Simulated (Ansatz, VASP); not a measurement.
**Two plane-wave programs on SnSe2**

```xyz
3
Lattice="3.8300 0.0000 0.0000 -1.9150 3.3169 0.0000 0.0000 0.0000 6.1200" Properties=species:S:1:pos:R:3 pbc="T T T"
Sn    0.0000    0.0000    0.0000
Se    0.0000    2.2113    1.5300
Se    1.9150    1.1056    4.5900
```

Alike in both runs: task relaxation of the atoms; functional PBEsol; k mesh 12 × 12 × 8; occupations gaussian, width 0.01 eV; no spin polarisation.

|  | VASP | Ansatz |
| --- | --- | --- |
| version | VASP 6.6.1 | Ansatz 0.2.0 |
| potentials or method | VASP PAW PBE potentials, release 64 (Sn_d, Se) | scalar-relativistic, plane waves, PAW |
| plane-wave cutoff (eV) | 450 | 420 |
| valence electrons in the cell | 26 | 46 |

VASP gave:

```
gap on the k mesh at the Fermi level, each at its own relaxed structure (eV) : 0.46
```

Question: Which values does Ansatz return?

Answer: gap on the k mesh at the Fermi level, each at its own relaxed structure (eV): 0.47.

VASP's potentials were made for PBE, not for PBEsol. VASP's potentials hold 26 valence electrons a cell and Ansatz's 46, so a difference there can come from the potentials and not from the codes. Ansatz's warnings: stress scf threshold loose.
